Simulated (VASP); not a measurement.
Mg6H2I12O: single point with PBE+D3(BJ)

The system is Mg6H2I12O, a slab with vacuum.

```xyz
21
Lattice="8.2800 0.0000 0.0000 0.0000 6.8800 0.0000 0.0000 0.0000 21.5609" Properties=species:S:1:pos:R:3 pbc="T T T"
Mg    0.0000    0.0000    1.0000
Mg    2.0840   -0.1859    4.6562
Mg    4.1441   -0.5335    8.3536
Mg    4.1400    0.0000    1.0000
Mg    6.2124   -0.1928    4.6570
Mg    8.2640   -0.3641    8.2452
I     2.0700    1.7200    2.1951
I     4.1406    5.0596    3.0905
I     4.1473    1.4148    5.6773
I     2.0224    4.8418    6.7285
I     2.1162    1.1854    9.2615
I     4.7039    4.7544   11.7665
I     6.2100    1.7200    2.1951
I     8.2886    5.0632    3.0765
I     8.2876    1.4276    5.6782
I     6.2599    4.8354    6.7020
I     6.1769    1.1508    9.2875
I     8.3494    4.5702   10.3862
O     4.1718    4.7505    9.4732
H    -1.5917    4.7055   10.9894
H     3.7166    3.8990    9.3448
```

| Item | Value |
| --- | --- |
| Program | VASP 6.6.1 |
| Task | single point |
| Functional | PBE |
| Dispersion | D3(BJ) |
| Potentials or basis | VASP PAW PBE potentials, release 64 (Mg, I, O, H) |
| Cutoff | 520 eV |
| k mesh | 2 × 2 × 1 |
| Occupations | gaussian, width 0.02 eV |
| Spin | no spin polarisation |

```
Largest force              : 0.658 eV/Å
Band gap on the k mesh     : zero (bands 52 and 53 overlap by 0.05 eV)
Dispersion energy per atom : -0.212 eV
```

Forces in eV/Å, atoms in the order of the input:
```
Mg  -0.009  0.375  0.541
Mg  -0.003 -0.003 -0.003
Mg   0.004  0.011  0.000
Mg   0.009  0.347  0.539
Mg   0.001  0.004 -0.006
Mg   0.001  0.000 -0.008
I   -0.005 -0.370 -0.532
I   -0.001  0.011  0.006
I    0.000 -0.007  0.001
I    0.001  0.000 -0.001
I   -0.001 -0.004 -0.001
I   -0.030 -0.001 -0.041
I    0.014 -0.368 -0.521
I    0.002  0.012  0.005
I   -0.002 -0.005 -0.004
I   -0.004  0.015  0.005
I    0.001 -0.013 -0.010
I    0.018  0.007 -0.005
O    0.052  0.119  0.036
H   -0.002 -0.008  0.000
H   -0.049 -0.123  0.000
```

Levels at points of the mesh, in eV from the Fermi level:
| k point | band 50 | band 51 | band 52 | band 53 | band 54 | band 55 |
| --- | --- | --- | --- | --- | --- | --- |
| (0.00, 0.00, 0.00) | -1.10 | -1.03 | -0.29 | -0.02 | 0.42 | 1.74 |
| (0.50, 0.00, 0.00) | -1.17 | -0.96 | 0.01 | 0.01 | 0.05 | 2.45 |
| (0.00, 0.50, 0.00) | -1.15 | -1.09 | -0.21 | 0.00 | 0.41 | 1.77 |
| (0.50, 0.50, 0.00) | -1.12 | -1.08 | 0.03 | 0.05 | 0.06 | 2.39 |

Wall time 27 min on 1 thread of Intel Xeon 8259CL, with other jobs on the host, peak memory 1.2 GiB.

Caveat: the k points lie up to 0.46 Å⁻¹ apart; there is no dipole correction, which matters where the two faces differ; spin-orbit coupling is left out, which moves the levels of the heavy elements.
